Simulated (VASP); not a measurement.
# Cd12O (a cell with a defect) in VASP: single point with PBE

Aim: the single point of Cd12O (a cell with a defect) with PBE.

All numbers are computed with VASP 6.6.1; they aren't measurements. Logs are shortened: lines on timing, memory, paths and dates and some standing lists are left out, and cuts for length are marked.

### 1 The cell of the first run

The cell holds a defect, 13 atoms: a = 5.960 Å, b = 8.940 Å, c = 5.620 Å, α = 90.00°, β = 90.00°, γ = 120.00°.

### 2 Single point, PBE

Contents of INCAR:

```
SYSTEM = Cd12O
PREC = Accurate
ENCUT = 520
EDIFF = 1E-6
ISMEAR = -1
SIGMA = 0.1
LREAL = .False.
LASPH = .True.
NELM = 100
ALGO = Normal
ISIF = 2
LWAVE = .False.
LCHARG = .True.
GGA = PE
LELF = .True.
LVHAR = .True.
NBANDS = 87
```

Contents of KPOINTS:

```
regular mesh
0
Gamma
  3 2 3
  0 0 0
```

Contents of POSCAR:

```
Cd12O
1.0
    5.9600000000      0.0000000000      0.0000000000
   -4.4700000000      7.7422670000      0.0000000000
    0.0000000000      0.0000000000      5.6202800000
Cd O
12 1
Direct
    0.0066516833      0.0090277256     -0.0287842440
    0.1661931112      0.2230692695      0.4886335901
   -0.0022507167      0.3325735977      0.0049735824
    0.1630684442      0.5535218784      0.4880223383
    0.0066017389      0.6612101649     -0.0235782862
    0.1821862938      0.8941100433      0.5220561523
    0.5039442262      0.0019763571      0.0117714128
    0.6688929634      0.2230894759      0.4945002379
    0.4999711712      0.3324572561      0.0125121310
    0.6594390132      0.5464895257      0.5279478716
    0.4857132070      0.6619257220     -0.0201862848
    0.6593893180      0.8938209113      0.5222634425
    0.8393312461      0.7797242727      0.2512806561
```

Potentials or basis: VASP PAW PBE potentials, release 64 (Cd, O).

Run with:

```console
$ cat potpaw_PBE.64/Cd/POTCAR potpaw_PBE.64/O/POTCAR > POTCAR
$ mpirun -np 1 vasp_std > vasp.out
```

OUTCAR:

```text
SYSTEM = Cd12O
   PREC = Accurate
   ENCUT = 520
   EDIFF = 1E-6
   ISMEAR = -1
   LREAL = .False.
   LASPH = .True.
   NELM = 100
   ISIF = 2
   GGA = PE

 ion  position               nearest neighbor table
   1  0.007  0.009  0.971-  13 2.37   9 2.93   3 2.93   7 2.97   7 3.00  12 3.10   6 3.10  11 3.10
                             5 3.11   2 3.18   2 3.35  12 3.58   6 3.58
   2  0.166  0.223  0.489-  10 2.92   4 2.96   8 2.96  12 2.99   6 3.00   8 3.00   1 3.18   9 3.18
                             3 3.22   1 3.35   3 3.37   9 3.41
   3  0.998  0.333  0.005-   5 2.92   1 2.93  11 2.93   7 2.95   9 2.97   9 2.99   4 3.21   2 3.22
                             8 3.23   8 3.33   4 3.37   2 3.37
   4  0.163  0.554  0.488-   8 2.95   2 2.96  10 2.98   6 3.00  10 3.00  12 3.01   5 3.20   3 3.21
                            11 3.23  11 3.31   5 3.31   3 3.37
   5  0.007  0.661  0.976-  13 2.36  11 2.85   3 2.92   9 2.99   7 3.01  10 3.09  11 3.11   1 3.11
                             6 3.13   4 3.20   4 3.31   6 3.56  10 3.58
   6  0.182  0.894  0.522-  13 2.33  12 2.85   8 2.93   2 3.00   4 3.00   1 3.10  10 3.11  12 3.11
                             5 3.13   7 3.21   7 3.31   5 3.56   1 3.58
   7  0.504  0.002  0.012-   3 2.95   9 2.97   1 2.97  11 2.99   1 3.00   5 3.01  12 3.20   8 3.21
                             6 3.21  12 3.30   6 3.31   8 3.37
   8  0.669  0.223  0.495-  12 2.92   6 2.93  10 2.93   4 2.95   2 2.96   2 3.00   7 3.21   9 3.21
                             3 3.23   3 3.33   7 3.37   9 3.38
   9  0.500  0.332  0.013-   1 2.93   7 2.97   3 2.97   5 2.99   3 2.99  11 2.99   2 3.18  10 3.19
                             8 3.21  10 3.34   8 3.38   2 3.41
  10  0.659  0.546  0.528-  13 2.38   2 2.92   8 2.93   4 2.98   4 3.00   5 3.09  12 3.11  11 3.11
                             6 3.11   9 3.19   9 3.34  11 3.56   5 3.58
  11  0.486  0.662  0.980-  13 2.38   5 2.85   3 2.93   7 2.99   9 2.99   1 3.10  10 3.11   5 3.11
                            12 3.14   4 3.23   4 3.31  12 3.54  10 3.56
  12  0.659  0.894  0.522-  13 2.37   6 2.85   8 2.92   2 2.99   4 3.01   1 3.10  10 3.11   6 3.11
                            11 3.14   7 3.20   7 3.30  11 3.54   1 3.58
  13  0.839  0.780  0.251-   6 2.33   5 2.36  12 2.37   1 2.37  11 2.38  10 2.38

  LATTYP: Found a simple monoclinic cell.
 ALAT       =     5.9600000000
 B/A-ratio  =     0.9430000000
 C/A-ratio  =     1.3228756374
 COS(beta)  =    -0.1889822391

  Lattice vectors:

 A1 = (   5.9600000000,   0.0000000000,   0.0000000000)
 A2 = (   0.0000000000,   0.0000000000,   5.6202800000)
 A3 = (  -1.4900000000,  -7.7422670000,   0.0000000000)

Analysis of symmetry for initial positions (statically):
=====================================================================
 Subroutine PRICEL returns:
 Original cell was already a primitive cell.

 Routine SETGRP: Setting up the symmetry group for a
 simple monoclinic supercell.

 Subroutine GETGRP returns: Found  1 space group operations
 (whereof  1 operations were pure point group operations)
 out of a pool of  4 trial point group operations.

The static configuration has the point symmetry C_1 .

Analysis of symmetry for dynamics (positions and initial velocities):
=====================================================================
 Subroutine PRICEL returns:
 Original cell was already a primitive cell.

 Routine SETGRP: Setting up the symmetry group for a
 simple monoclinic supercell.

 Subroutine GETGRP returns: Found  1 space group operations
 (whereof  1 operations were pure point group operations)
 out of a pool of  4 trial point group operations.

The dynamic configuration has the point symmetry C_1 .

 Subroutine INISYM returns: Found  1 space group operations
 (whereof  1 operations are pure point group operations),
 and found     1 'primitive' translations

----------------------------------------------------------------------------------------

                                     Primitive cell

  volume of cell :     259.3417

  direct lattice vectors                    reciprocal lattice vectors
     5.960000000  0.000000000  0.000000000     0.167785235  0.096870852  0.000000000
    -4.470000000  7.742267000  0.000000000     0.000000000  0.129161136  0.000000000
     0.000000000  0.000000000  5.620280000     0.000000000  0.000000000  0.177927078

  length of vectors
[... 69 lines left out ...]
|     Results are often still useful ...                                      |
|                                                                             |
 -----------------------------------------------------------------------------

 Subroutine IBZKPT returns following result:
 ===========================================

 Found     10 irreducible k-points:

 Following reciprocal coordinates:
            Coordinates               Weight
  0.000000  0.000000  0.000000      1.000000
  0.333333  0.000000  0.000000      2.000000
  0.000000  0.500000  0.000000      1.000000
  0.333333  0.500000  0.000000      2.000000
  0.000000  0.000000  0.333333      2.000000
  0.333333  0.000000  0.333333      2.000000
 -0.333333 -0.000000  0.333333      2.000000
  0.000000  0.500000  0.333333      2.000000
  0.333333  0.500000  0.333333      2.000000
 -0.333333  0.500000  0.333333      2.000000
   k-points           NKPTS =     10   k-points in BZ     NKDIM =     10   number of bands    NBANDS=     87
   number of dos      NEDOS =    301   number of ions     NIONS =     13
   total plane-waves  NPLWV = 141120
   dimension x,y,z NGX =    48 NGY =   70 NGZ =   42
   dimension x,y,z NGXF=    96 NGYF=  140 NGZF=   84
   ions per type =              12   1
   NGX,Y,Z   is equivalent  to a cutoff of  13.39, 13.02, 12.42 a.u.
   NGXF,Y,Z  is equivalent  to a cutoff of  26.78, 26.03, 24.85 a.u.
 SYSTEM =  Cd12O
   PREC   = accura    normal or accurate (medium, high low for compatibility)
   ISTART =      0    job   : 0-new  1-cont  2-samecut
   ICHARG =      2    charge: 1-file 2-atom 10-const
   ISPIN  =      1    spin polarized calculation?
   LNONCOLLINEAR =      F non collinear calculations
   LSORBIT =      F    spin-orbit coupling
   LASPH  =      T    aspherical Exc in radial PAW
   ENCUT  =  520.0 eV  38.22 Ry    6.18 a.u.  11.08 16.62 10.45*2*pi/ulx,y,z
   NELM   =    100;   NELMIN=  2; NELMDL= -5     # of ELM steps
   EDIFF  = 0.1E-05   stopping-criterion for ELM
   LREAL  =      F    real-space projection
   EDIFFG = 0.1E-04   stopping-criterion for IOM
   NSW    =      0    number of steps for IOM
   IBRION =     -1    ionic relax: 0-MD 1-quasi-New 2-CG
   NFREE  =      0    steps in history (QN), initial steepest desc. (CG)
   ISIF   =      2    stress and relaxation
   ISYM   =      2    0-nonsym 1-usesym 2-fastsym
   POTIM  = 0.5000    time-step for ionic-motion
   TEBEG  =    0.0;   TEEND  =   0.0 temperature during run
   PSTRESS=    0.0 pullay stress
   NELECT =     150.0000    total number of electrons
   NUPDOWN=      -1.0000    fix difference up-down
   EMIN   =  10.00;   EMAX   =-10.00  energy-range for DOS
   EFERMI =   0.00;   METHOD = LEGACY
   ISMEAR =    -1;   SIGMA  =   0.10  broadening in eV -4-tet -1-fermi 0-gaus
   EFERMI_NEDOS =   21; number of points for ismear=-14 and -15
   IALGO  =     38    algorithm
   IMIX   =      4    mixing-type and parameters
     AMIX     =   0.40;   BMIX     =  1.00
     AMIX_MAG =   1.60;   BMIX_MAG =  1.00
  volume/ion in A,a.u.               =      19.95       134.62
  Fermi-wavevector in a.u.,A,eV,Ry     =   1.364000  2.577587 25.313596  1.860497
  Thomas-Fermi vector in A             =   2.490354
   LORBIT       =      0    0 simple, 1 ext, 2 COOP (PROOUT), +10 PAW based schemes
   GGA     = PE    functional components
   LHFCALC =     F    Hartree Fock is set to
   AEXX    =    0.0000 exact exchange contribution
   IVDW    =     0    specifies the selected vdW correction
   LEPSILON=     F    determine dielectric tensor
   LRPA    =     F    only Hartree local field effects (RPA)
 non-spin polarized calculation
  energy-cutoff  :      520.00
  volume of cell :      259.34
 maximum number of plane-waves:      7003
 NGX is ok and might be reduce to    48
   NGX = 23   NGY = 33   NGZ = 21

 number of electron     149.9999991 magnetization

 Free energy of the ion-electron system (eV)
  ---------------------------------------------------
  ext. energy  EPLUGINS =         0.00000000
  ---------------------------------------------------
  free energy    TOTEN  =       -14.97862506 eV

  energy without entropy =      -14.91562637  energy(sigma->0) =      -14.94712571

 E-fermi :   3.2063     XC(G=0): -11.1799

 val. band max:        3.2034797115   @ k =   0.3333   0.0000   0.0000
 cond. band min:       3.3680390880   @ k =   0.3333   0.0000   0.0000
 fundamental gap:      0.1645593765
 Fermi energy:         3.2062590364

 k-point     1 :       0.0000    0.0000    0.0000
  band No.  band energies     occupation
      1     -15.1369      2.00000
      2      -6.8771      2.00000
      3      -6.7972      2.00000
      4      -6.7774      2.00000
      5      -6.6874      2.00000
      6      -6.6864      2.00000
[... 889 lines left out ...]
     86       8.5106      0.00000
     87       8.7274      0.00000

------------------------ aborting loop because EDIFF is reached ----------------------------------------

  FORCE on cell =-STRESS in cart. coord.  units (eV):
  Direction    XX          YY          ZZ          XY          YZ          ZX
  --------------------------------------------------------------------------------------
  -------------------------------------------------------------------------------------
  Total        9.9236938      9.5045240      9.5858440      0.2077860      0.0567604      0.4209135
  in kB       61.3072142     58.7176407     59.2200247      1.2836735      0.3506582      2.6003455
  external PRESSURE =      59.7482932 kB  Pullay stress =       0.0000000 kB

 VOLUME and BASIS-vectors are now :
 -----------------------------------------------------------------------------
  energy-cutoff  :      520.00
  volume of cell :      259.34
      direct lattice vectors                 reciprocal lattice vectors
     5.960000000  0.000000000  0.000000000     0.167785235  0.096870852  0.000000000
    -4.470000000  7.742267000  0.000000000     0.000000000  0.129161136  0.000000000
     0.000000000  0.000000000  5.620280000     0.000000000  0.000000000  0.177927078

 POSITION                                       TOTAL-FORCE (eV/Angst)
 -----------------------------------------------------------------------------------
     -0.00071      0.06990      5.45850         0.000953      0.068264     -0.075514
     -0.00661      1.72706      2.74626        -0.002207     -0.004256     -0.068006
      4.45998      2.57487      0.02795         0.000311     -0.002506      0.072079
     -1.50235      4.28551      2.74282        -0.001276      0.021939     -0.081890
     -2.91626      5.11927      5.48776         0.013041     -0.022867     -0.003082
     -2.91084      6.92244      2.93410         0.011016      0.016914      0.019639
      2.99467      0.01530      0.06616        -0.002616     -0.021325      0.083822
      2.98939      1.72722      2.77923         0.002002      0.005155     -0.075924
      1.49374      2.57397      0.07032         0.003210      0.001779      0.071908
      1.48745      4.23107      2.96721         0.000640     -0.055389      0.066104
     -0.06396      5.12481      5.50683         0.022840      0.006287      0.027825
     -0.06542      6.92020      2.93527         0.006353      0.014337     -0.012569
      1.51705      6.03683      1.41227        -0.054266     -0.028333     -0.024392
 -----------------------------------------------------------------------------------
    total drift:                                0.000164     -0.001142      0.000659

  FREE ENERGIE OF THE ION-ELECTRON SYSTEM (eV)
  ---------------------------------------------------
  free  energy   TOTEN  =       -14.9786250561 eV

  energy  without entropy=      -14.9156263683  energy(sigma->0) =      -14.94712571
```

Run time: 8.3 min. Hardware: 1 thread of Oxide Virtual Turin-like, shared host; peak memory 0.39 GiB.

What came out:

| Item | Value |
| --- | --- |
| Free energy | -14.9786 eV |
| Pressure | 6.0 GPa |
| Largest force | 0.102 eV/Å |
| Band gap on the k mesh | zero (band 75 reaches 4.03 eV, above the bottom of band 76 at 2.70 eV) |

Forces on the atoms (eV/Å):
```
Cd   0.001  0.068 -0.076
Cd  -0.002 -0.004 -0.068
Cd   0.000 -0.003  0.072
Cd  -0.001  0.022 -0.082
Cd   0.013 -0.023 -0.003
Cd   0.011  0.017  0.020
Cd  -0.003 -0.021  0.084
Cd   0.002  0.005 -0.076
Cd   0.003  0.002  0.072
Cd   0.001 -0.055  0.066
Cd   0.023  0.006  0.028
Cd   0.006  0.014 -0.013
O   -0.054 -0.028 -0.024
```

Levels at points of the mesh, in eV from the Fermi level:
```tsv
k point	band 71	band 72	band 73	band 74	band 75	band 76	band 77	band 78	band 79	band 80
(0.00, 0.00, 0.00)	-2.45	-1.61	-1.11	-1.06	-0.20	0.53	0.54	1.00	1.32	1.38
(0.00, 0.50, 0.00)	-2.40	-2.34	-1.59	-1.05	-0.53	-0.40	0.78	0.96	1.34	1.61
```

Caveat: the k points lie up to 0.41 Å⁻¹ apart.
